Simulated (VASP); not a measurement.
Here is a VASP 6.6.1 calculation.

The input INCAR:

```
PREC = Accurate
ENCUT = 520
EDIFF = 1E-7
ISMEAR = -1
SIGMA = 0.01
LREAL = Auto
LASPH = True
NELM = 60
ALGO = Normal
ISIF = 2
LWAVE = False
LCHARG = False
GGA = PE
NELECT = 262.0
NBANDS = 164
```

The input KPOINTS:

```
regular mesh
0
Gamma
  2 2 2
```

File POSCAR:

```
Li27Cl26
1.0
    0.0000000000      7.6263670170      7.6263670170
    7.6263670170      0.0000000000      7.6263670170
    7.6263670170      7.6263670170      0.0000000000
Li Cl
27 26
Direct
   -0.0004132841     -0.0004132841     -0.0004132841
   -0.0169646737     -0.0169646737      0.3502980071
   -0.0004132841     -0.0004132841      0.6679065190
   -0.0169646737      0.3502980071     -0.0169646737
   -0.0169646737      0.3502980071      0.3502980071
    0.0012657986      0.3320675347      0.6666666667
   -0.0004132841      0.6679065190     -0.0004132841
    0.0012657986      0.6666666667      0.3320675347
    0.0012657986      0.6666666667      0.6666666667
    0.3502980071     -0.0169646737     -0.0169646737
    0.3502980071     -0.0169646737      0.3502980071
    0.3320675347      0.0012657986      0.6666666667
    0.3502980071      0.3502980071     -0.0169646737
    0.3337466175      0.3337466175      0.3337466175
    0.3337466175      0.3337466175      0.6654268143
    0.3320675347      0.6666666667      0.0012657986
    0.3337466175      0.6654268143      0.3337466175
    0.3320675347      0.6666666667      0.6666666667
    0.6679065190     -0.0004132841     -0.0004132841
    0.6666666667      0.0012657986      0.3320675347
    0.6666666667      0.0012657986      0.6666666667
    0.6666666667      0.3320675347      0.0012657986
    0.6654268143      0.3337466175      0.3337466175
    0.6666666667      0.3320675347      0.6666666667
    0.6666666667      0.6666666667      0.0012657986
    0.6666666667      0.6666666667      0.3320675347
    0.6666666667      0.6666666667      0.6666666667
    0.1666666667      0.1666666667      0.4937496176
    0.1666666667      0.1666666667      0.8395837157
    0.1666666667      0.4937496176      0.1666666667
    0.1658945874      0.5002573598      0.5002573598
    0.1666666667      0.4937496176      0.8395837157
    0.1666666667      0.8395837157      0.1666666667
    0.1666666667      0.8395837157      0.4937496176
    0.1674387459      0.8330759736      0.8330759736
    0.4937496176      0.1666666667      0.1666666667
    0.5002573598      0.1658945874      0.5002573598
    0.4937496176      0.1666666667      0.8395837157
    0.5002573598      0.5002573598      0.1658945874
    0.5002573598      0.5002573598      0.5002573598
    0.5027674877      0.5027674877      0.8305658457
    0.4937496176      0.8395837157      0.1666666667
    0.5027674877      0.8305658457      0.5027674877
    0.5027674877      0.8305658457      0.8305658457
    0.8395837157      0.1666666667      0.1666666667
    0.8395837157      0.1666666667      0.4937496176
    0.8330759736      0.1674387459      0.8330759736
    0.8395837157      0.4937496176      0.1666666667
    0.8305658457      0.5027674877      0.5027674877
    0.8305658457      0.5027674877      0.8305658457
    0.8330759736      0.8330759736      0.1674387459
    0.8305658457      0.8305658457      0.5027674877
    0.8330759736      0.8330759736      0.8330759736
```

Potentials or basis: VASP PAW PBE potentials, release 64 (Li_sv, Cl).

Command:

```sh
$ cat potpaw_PBE.64/Li_sv/POTCAR potpaw_PBE.64/Cl/POTCAR > POTCAR
$ mpirun -np 1 vasp_std > vasp.out
```

**Question.** Estimate the largest force.

**Answer.** 0.014 eV/Å.

Forces on the atoms (eV/Å):
```
Li  -0.001 -0.001 -0.001
Li   0.000  0.000 -0.012
Li   0.001  0.001 -0.001
Li   0.000 -0.012  0.000
Li   0.012  0.000  0.000
Li   0.010 -0.010  0.000
Li   0.001 -0.001  0.001
Li   0.010  0.000 -0.010
Li   0.000 -0.010 -0.010
Li  -0.012  0.000  0.000
Li   0.000  0.012  0.000
Li  -0.010  0.010  0.000
Li   0.000  0.000  0.012
Li   0.001  0.001  0.001
Li  -0.001 -0.001  0.001
Li  -0.010  0.000  0.010
Li  -0.001  0.001 -0.001
Li   0.000  0.010  0.010
Li  -0.001  0.001  0.001
Li   0.000  0.010 -0.010
Li  -0.010  0.000 -0.010
Li   0.000 -0.010  0.010
Li   0.001 -0.001 -0.001
Li   0.010  0.000  0.010
Li  -0.010 -0.010  0.000
Li   0.010  0.010  0.000
Li   0.000  0.000  0.000
Cl  -0.007 -0.007  0.000
Cl   0.007  0.007  0.000
Cl  -0.007  0.000 -0.007
Cl  -0.002  0.002  0.002
Cl   0.000  0.007 -0.007
Cl   0.007  0.000  0.007
Cl   0.000 -0.007  0.007
Cl   0.002 -0.002 -0.002
Cl   0.000 -0.007 -0.007
Cl   0.002 -0.002  0.002
Cl   0.007  0.000 -0.007
Cl   0.002  0.002 -0.002
Cl  -0.002 -0.002 -0.002
Cl   0.000  0.000  0.007
Cl   0.007 -0.007  0.000
Cl   0.000  0.007  0.000
Cl  -0.007  0.000  0.000
Cl   0.000  0.007  0.007
Cl  -0.007  0.000  0.007
Cl  -0.002  0.002 -0.002
Cl  -0.007  0.007  0.000
Cl   0.007  0.000  0.000
Cl   0.000 -0.007  0.000
Cl  -0.002 -0.002  0.002
Cl   0.000  0.000 -0.007
Cl   0.002  0.002  0.002
```

Caveat: the cell carries a net charge on a neutralising background, which shifts energy and pressure; the cell differs from its parent crystal (atoms taken out, then relaxed in part).
